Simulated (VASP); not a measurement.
# AlN (P6_3mc) in VASP: notebook, part 2 of 2

VASP 6.6.1. The steps go on from the part before.

### Step 4. Single point, PBE

This run uses another cell than the first one: it holds 48 atoms, not 4.

The input, INCAR:

```
ALGO = Normal ; EDIFF = 1E-7
ENCUT = 520 ; GGA = PE
ISIF = 2 ; ISMEAR = 0
LASPH = T ; LCHARG = F
LREAL = Auto ; LWAVE = F
NBANDS = 126 ; NELM = 80
PREC = Accurate ; SIGMA = 0.01
```

The input, KPOINTS:

```
k-points
0
Gamma
  2 2 2
```

The input, POSCAR:

```
AlN
1.0
    6.2604168406      0.0000000000     -5.0180433216
   -3.1302084203     -5.4216800222     -5.0180433216
   -3.1302084203      5.4216800222     -5.0180433216
Al N
24 24
Direct
    0.1669219247      0.3335885914      0.0002552581
    0.3335885914      0.5002552581      0.6669219247
    0.0002552581      0.1669219247      0.3335885914
    0.8335885914      0.5002552581      0.1669219247
    0.5002552581      0.1669219247      0.8335885914
    0.6669219247      0.3335885914      0.5002552581
    0.3335885914      0.0002552581      0.1669219247
    0.0002552581      0.6669219247      0.8335885914
    0.1669219247      0.8335885914      0.5002552581
    0.6669219247      0.8335885914      0.0002552581
    0.8335885914      0.0002552581      0.6669219247
    0.5002552581      0.6669219247      0.3335885914
    0.8335885914      0.1669219247      0.0002552581
    0.0002552581      0.3335885914      0.6669219247
    0.6669219247      0.0002552581      0.3335885914
    0.5002552581      0.3335885914      0.1669219247
    0.1669219247      0.0002552581      0.8335885914
    0.3335885914      0.1669219247      0.5002552581
    0.0002552581      0.8335885914      0.1669219247
    0.6669219247      0.5002552581      0.8335885914
    0.8335885914      0.6669219247      0.5002552581
    0.3335885914      0.6669219247      0.0002552581
    0.5002552581      0.8335885914      0.6669219247
    0.1669219247      0.5002552581      0.3335885914
    0.0397447419      0.2064114086      0.8730780753
    0.2064114086      0.3730780753      0.5397447419
    0.8730780753      0.0397447419      0.2064114086
    0.7064114086      0.3730780753      0.0397447419
    0.3730780753      0.0397447419      0.7064114086
    0.5397447419      0.2064114086      0.3730780753
    0.2064114086      0.8730780753      0.0397447419
    0.8730780753      0.5397447419      0.7064114086
    0.0397447419      0.7064114086      0.3730780753
    0.5397447419      0.7064114086      0.8730780753
    0.7064114086      0.8730780753      0.5397447419
    0.3730780753      0.5397447419      0.2064114086
    0.0397447419      0.3730780753      0.2064114086
    0.2064114086      0.5397447419      0.8730780753
    0.8730780753      0.2064114086      0.5397447419
    0.7064114086      0.5397447419      0.3730780753
    0.3730780753      0.2064114086      0.0397447419
    0.5397447419      0.3730780753      0.7064114086
    0.2064114086      0.0397447419      0.3730780753
    0.8730780753      0.7064114086      0.0397447419
    0.0397447419      0.8730780753      0.7064114086
    0.5397447419      0.8730780753      0.2064114086
    0.7064114086      0.0397447419      0.8730780753
    0.3730780753      0.7064114086      0.5397447419
```

Potentials or basis: VASP PAW PBE potentials, release 64 (Al, N).

On the command line:

```
$ cat potpaw_PBE.64/Al/POTCAR potpaw_PBE.64/N/POTCAR > POTCAR
$ mpirun -np 1 vasp_std > vasp.out
```

OUTCAR:

```text
EDIFF = 1E-7
   ENCUT = 520
   GGA = PE
   ISIF = 2
   ISMEAR = 0
   LASPH = T
   LREAL = Auto
   NELM = 80
   PREC = Accurate

 ion  position               nearest neighbor table
   1  0.167  0.334  0.000-  38 1.90  37 1.90  41 1.90  25 1.91  22 3.09  13 3.09  17 3.09  24 3.09
                            14 3.09  16 3.09   8 3.13   7 3.13   3 3.13   4 3.13   2 3.13   5 3.13
   2  0.334  0.500  0.667-  48 1.90  42 1.90  38 1.90  26 1.91  24 3.09  23 3.09  20 3.09  14 3.09
                            18 3.09  22 3.09  12 3.13   9 3.13   6 3.13   8 3.13   1 3.13   5 3.13
   3  0.000  0.167  0.334-  43 1.90  39 1.90  37 1.90  27 1.91  13 3.09  14 3.09  19 3.09  18 3.09
                            24 3.09  15 3.09  11 3.13   9 3.13   1 3.13   7 3.13   4 3.13   6 3.13
   4  0.834  0.500  0.167-  44 1.90  37 1.90  40 1.90  28 1.91  20 3.09  19 3.09  24 3.09  16 3.09
                            21 3.09  13 3.09   8 3.13  10 3.13   1 3.13  12 3.13   6 3.13   3 3.13
   5  0.500  0.167  0.834-  47 1.90  41 1.90  42 1.90  29 1.91  18 3.09  16 3.09  23 3.09  13 3.09
                            20 3.09  17 3.09   7 3.13  10 3.13   6 3.13  11 3.13   2 3.13   1 3.13
   6  0.667  0.334  0.500-  40 1.90  42 1.90  39 1.90  30 1.91  21 3.09  18 3.09  20 3.09  15 3.09
                            16 3.09  14 3.09  12 3.13  11 3.13   5 3.13   2 3.13   4 3.13   3 3.13
   7  0.334  0.000  0.167-  41 1.90  46 1.90  43 1.90  31 1.91  17 3.09  16 3.09  15 3.09  19 3.09
                            18 3.09  22 3.09   5 3.13   1 3.13  10 3.13   3 3.13   9 3.13  12 3.13
   8  0.000  0.667  0.834-  38 1.90  44 1.90  45 1.90  32 1.91  21 3.09  19 3.09  14 3.09  22 3.09
                            17 3.09  20 3.09   4 3.13   1 3.13   9 3.13   2 3.13  11 3.13  10 3.13
   9  0.167  0.834  0.500-  43 1.90  45 1.90  48 1.90  33 1.91  18 3.09  21 3.09  17 3.09  24 3.09
[... 53 lines left out ...]
  47  0.706  0.040  0.873-  10 1.90   5 1.90  11 1.90  13 1.91
  48  0.373  0.706  0.540-   2 1.90  12 1.90   9 1.90  23 1.91

  LATTYP: Found a trigonal (rhomboedric) cell.
 ALAT       =     8.0233146389
 COS(alpha) =     0.0867490896

  Lattice vectors:

 A1 = (   6.2604168406,   0.0000000000,  -5.0180433216)
 A2 = (  -3.1302084203,  -5.4216800222,  -5.0180433216)
 A3 = (  -3.1302084203,   5.4216800222,  -5.0180433216)

Analysis of symmetry for initial positions (statically):
=====================================================================
 Subroutine PRICEL returns following result:

[... 164 lines left out ...]
 maximum number of plane-waves:     13762
 NGX is ok and might be reduce to    60

 number of electron     191.9999974 magnetization

 Free energy of the ion-electron system (eV)
  ---------------------------------------------------
  ext. energy  EPLUGINS =         0.00000000
  ---------------------------------------------------
  free energy    TOTEN  =      -357.37136650 eV

  energy without entropy =     -357.37136650  energy(sigma->0) =     -357.37136650

 E-fermi :   6.0330     XC(G=0): -10.8269

 val. band max:        5.9645490914   @ k =   0.0000   0.0000   0.0000
 cond. band min:      10.0077089337   @ k =   0.0000   0.0000   0.0000
 fundamental gap:      4.0431598423
 Fermi energy:         6.0330306163

 k-point     1 :       0.0000    0.0000    0.0000
  band No.  band energies     occupation
      1      -9.1031      2.00000
      2      -7.8175      2.00000
      3      -7.8175      2.00000
      4      -7.8175      2.00000
      5      -7.8175      2.00000
      6      -7.8175      2.00000
[... 433 lines left out ...]
    107      12.5144      0.00000
    108      12.5144      0.00000
 [bands above 108 left out]

------------------------ aborting loop because EDIFF is reached ----------------------------------------

  FORCE on cell =-STRESS in cart. coord.  units (eV):
  Direction    XX          YY          ZZ          XY          YZ          ZX
  --------------------------------------------------------------------------------------
  -------------------------------------------------------------------------------------
  Total       -0.8863630     -0.8863630     -0.6611053      0.0000000      0.0000000      0.0000000
  in kB       -2.7792615     -2.7792615     -2.0729481      0.0000000      0.0000000      0.0000000
  external PRESSURE =      -2.5438237 kB  Pullay stress =       0.0000000 kB

 VOLUME and BASIS-vectors are now :
 -----------------------------------------------------------------------------
  energy-cutoff  :      520.00
  volume of cell :      510.97
      direct lattice vectors                 reciprocal lattice vectors
     6.260416841  0.000000000 -5.018043322     0.106489182  0.000000000 -0.066426954
    -3.130208420 -5.421680022 -5.018043322    -0.053244591 -0.092222337 -0.066426954
    -3.130208420  5.421680022 -5.018043322    -0.053244591  0.092222337 -0.066426954

 POSITION                                       TOTAL-FORCE (eV/Angst)
 -----------------------------------------------------------------------------------
     -0.00000     -1.80723     -2.51286        -0.000000      0.000000      0.001349
     -1.56510      0.90361     -7.53091        -0.000000      0.000000      0.001349
     -1.56510      0.90361     -2.51286        -0.000000      0.000000      0.001349
      3.13021     -1.80723     -7.53091        -0.000000      0.000000      0.001349
      0.00000      3.61445     -7.53091         0.000000      0.000000      0.001349
      1.56510      0.90361     -7.53091        -0.000000      0.000000      0.001349
[... 40 lines left out ...]
      1.56510      4.51807     -8.12539         0.000000      0.000000     -0.001349
     -1.56510     -0.90361     -8.12539         0.000000      0.000000     -0.001349
 -----------------------------------------------------------------------------------
    total drift:                                0.000003     -0.000004      0.063859

  FREE ENERGIE OF THE ION-ELECTRON SYSTEM (eV)
  ---------------------------------------------------
  free  energy   TOTEN  =      -357.3713665005 eV

  energy  without entropy=     -357.3713665005  energy(sigma->0) =     -357.37136650
```

OSZICAR:

```text
N       E                     dE             d eps       ncg     rms          rms(c)
DAV:   1     0.821769324705E+03    0.82177E+03   -0.89222E+04  1008   0.137E+03
DAV:   2    -0.325699839330E+03   -0.11475E+04   -0.11059E+04  1256   0.274E+02
DAV:   3    -0.412084514585E+03   -0.86385E+02   -0.85781E+02  1208   0.800E+01
DAV:   4    -0.413458676233E+03   -0.13742E+01   -0.13683E+01  1208   0.109E+01
DAV:   5    -0.413488580225E+03   -0.29904E-01   -0.29872E-01  1216   0.156E+00    0.418E+01
DAV:   6    -0.357398684154E+03    0.56090E+02   -0.24499E+02  1152   0.359E+01    0.146E+01
DAV:   7    -0.357494398064E+03   -0.95714E-01   -0.60863E+00  1168   0.641E+00    0.989E+00
DAV:   8    -0.357378882338E+03    0.11552E+00   -0.51860E-01  1122   0.272E+00    0.115E+00
DAV:   9    -0.357365170518E+03    0.13712E-01   -0.95521E-02  1224   0.716E-01    0.735E-01
DAV:  10    -0.357372174983E+03   -0.70045E-02   -0.24542E-02  1114   0.374E-01    0.349E-01
DAV:  11    -0.357371343407E+03    0.83158E-03   -0.33196E-03  1144   0.136E-01    0.811E-02
DAV:  12    -0.357371368002E+03   -0.24594E-04   -0.75842E-05  1136   0.281E-02    0.173E-02
DAV:  13    -0.357371365426E+03    0.25757E-05   -0.63223E-05  1152   0.182E-02    0.144E-02
DAV:  14    -0.357371366028E+03   -0.60219E-06   -0.23700E-06  1120   0.467E-03    0.641E-03
DAV:  15    -0.357371366496E+03   -0.46788E-06   -0.17560E-07   752   0.117E-03    0.910E-04
DAV:  16    -0.357371366500E+03   -0.44947E-08   -0.17426E-08   632   0.522E-04
   1 F= -.35737137E+03 E0= -.35737137E+03  d E =-.302791E-23
```

Run time: 4.9 min. Hardware: 1 thread of Intel Xeon Platinum 8375C at 2.90GHz (Ice Lake), shared host; peak memory 0.56 GiB.

Results:

```
Free energy            : -357.3714 eV
Pressure               : -0.3 GPa
Band gap on the k mesh : 4.04 eV
```

### Step 5. Single point, PBE

This run uses another cell than the first one, of 8.62 Å³/atom.

The input, INCAR:

```
SYSTEM = AlN
PREC = Accurate ; ENCUT = 520
EDIFF = 1E-6 ; ISMEAR = 0
SIGMA = 0.02 ; LREAL = .FALSE.
LASPH = .TRUE. ; NELM = 100
ALGO = Normal ; ISIF = 2
LWAVE = .FALSE. ; LCHARG = .FALSE.
GGA = PE ; NBANDS = 16
```

The input, KPOINTS:

```
regular mesh
0
G
  12 12 6
  0 0 0
```

The input, POSCAR:

```
AlN
1.0
    2.9516384339      0.0000000000      0.0000000000
   -1.4758192169      2.5561938665      0.0000000000
    0.0000000000      0.0000000000      4.5704276313
Al N
2 2
Direct
    0.6666666667      0.3333333333      0.4937404296
    0.3333333333      0.6666666667      0.9937404296
    0.6666666667      0.3333333333      0.8862595704
    0.3333333333      0.6666666667      0.3862595704
```

On the command line:

```
$ cat potpaw_PBE.64/Al/POTCAR potpaw_PBE.64/N/POTCAR > POTCAR
$ mpirun -np 1 vasp_std > vasp.out
```

Wall time 32 s (1 thread of Intel Xeon 8259CL, shared host); peak memory 0.17 GiB.

The run converged. Its results:

```yaml
Free_energy: -28.4924 eV
Pressure: 60.1 GPa
Band_gap_on_the_k_mesh: 5.02 eV (least direct gap 5.70 eV)
```

Levels at points of the mesh, in eV from the valence-band top:
| k point | band 4 | band 5 | band 6 | band 7 | band 8 | band 9 | band 10 | band 11 | band 12 | band 13 |
| --- | --- | --- | --- | --- | --- | --- | --- | --- | --- | --- |
| (0.00, 0.00, 0.00) | -1.50 | -1.50 | -0.70 | -0.70 | 0.00 | 5.70 | 7.83 | 11.89 | 11.89 | 12.24 |
| (0.50, 0.00, 0.00) | -4.83 | -4.10 | -2.87 | -2.28 | -1.07 | 6.06 | 6.23 | 9.53 | 11.48 | 11.57 |
| (0.00, 0.00, 0.50) | -3.74 | -1.11 | -1.11 | -1.11 | -1.11 | 7.82 | 7.82 | 11.83 | 11.83 | 12.24 |
| (0.50, 0.00, 0.50) | -6.74 | -2.08 | -2.08 | -1.69 | -1.69 | 5.82 | 5.82 | 10.15 | 10.15 | 14.04 |

Caveat: the cell stands under pressure.

### Step 6. Single point, PBE

This run uses another cell than the first one, of 8.62 Å³/atom.

The input, INCAR:

```
ALGO = Normal
EDIFF = 1E-6
ENCUT = 520
GGA = PE
ISIF = 2
ISMEAR = 0
LASPH = True
LCHARG = False
LREAL = False
LWAVE = False
NBANDS = 16
NELM = 80
PREC = Accurate
SIGMA = 0.02
```

The input, KPOINTS:

```
k-points
0
Gamma
  12 12 6
```

POSCAR is that of step 5.

Potentials or basis: VASP PAW PBE potentials, release 64 (Al, N).

On the command line:

```
$ cat potpaw_PBE.64/Al/POTCAR potpaw_PBE.64/N/POTCAR > POTCAR
$ mpirun -np 1 vasp_std > vasp.out
```

Wall time 42 s (1 thread of Intel Xeon 8259CL, shared host); peak memory 0.17 GiB.

Results (log left out):

| Property | Result |
| --- | --- |
| Free energy | -28.4924 eV |
| Pressure | 60.1 GPa |
| Band gap on the k mesh | 5.02 eV (least direct gap 5.70 eV) |

Levels at points of the mesh, in eV from the valence-band top:
```csv
k point,band 4,band 5,band 6,band 7,band 8,band 9,band 10,band 11,band 12,band 13
"(0.00, 0.00, 0.00)",-1.50,-1.50,-0.70,-0.70,0.00,5.70,7.83,11.89,11.89,12.24
"(0.50, 0.00, 0.00)",-4.83,-4.10,-2.87,-2.28,-1.07,6.06,6.23,9.53,11.48,11.57
"(0.00, 0.00, 0.50)",-3.74,-1.11,-1.11,-1.11,-1.11,7.82,7.82,11.83,11.83,12.24
"(0.50, 0.00, 0.50)",-6.74,-2.08,-2.08,-1.69,-1.69,5.82,5.82,10.15,10.15,14.04
```

Caveat: the cell stands under pressure. A k mesh can miss the band edges.

### Step 7. The runs side by side

| task | cell | k mesh | smearing | gap on the mesh (eV) | pressure (GPa) |
| --- | --- | --- | --- | --- | --- |
| relaxation of the atoms | atoms relaxed from a = 2.989, b = 2.989, c = 4.792 Å, angles 90.0, 90.0, 120.0°, 4 atoms, atomic positions A | 12 × 12 × 6 | gaussian 0.02 eV | 5.09 | 34.8 |
| relaxation of the atoms | atoms relaxed from a = 3.036, b = 3.036, c = 4.868 Å, angles 90.0, 90.0, 120.0°, 4 atoms, atomic positions A | 12 × 12 × 6 | gaussian 0.02 eV | 4.86 | 20.9 |
| single point | a = 8.023 Å, angles 85.0°, 48 atoms, atomic positions B | 2 × 2 × 2 | gaussian 0.01 eV | 4.04 | -0.3 |
| single point | a = 2.952, b = 2.952, c = 4.570 Å, angles 90.0, 90.0, 120.0°, 4 atoms, atomic positions C | 12 × 12 × 6 | gaussian 0.02 eV | 5.02 | 60.1 |

Alike in all rows: level PBE; potentials or basis VASP PAW PBE potentials, release 64 (Al, N); no spin polarisation; cutoff (eV) 520.

Caveats: the cell stands under pressure (at least some runs).

Total energies depend on the potentials used, so only differences within one code and one set of settings carry meaning.
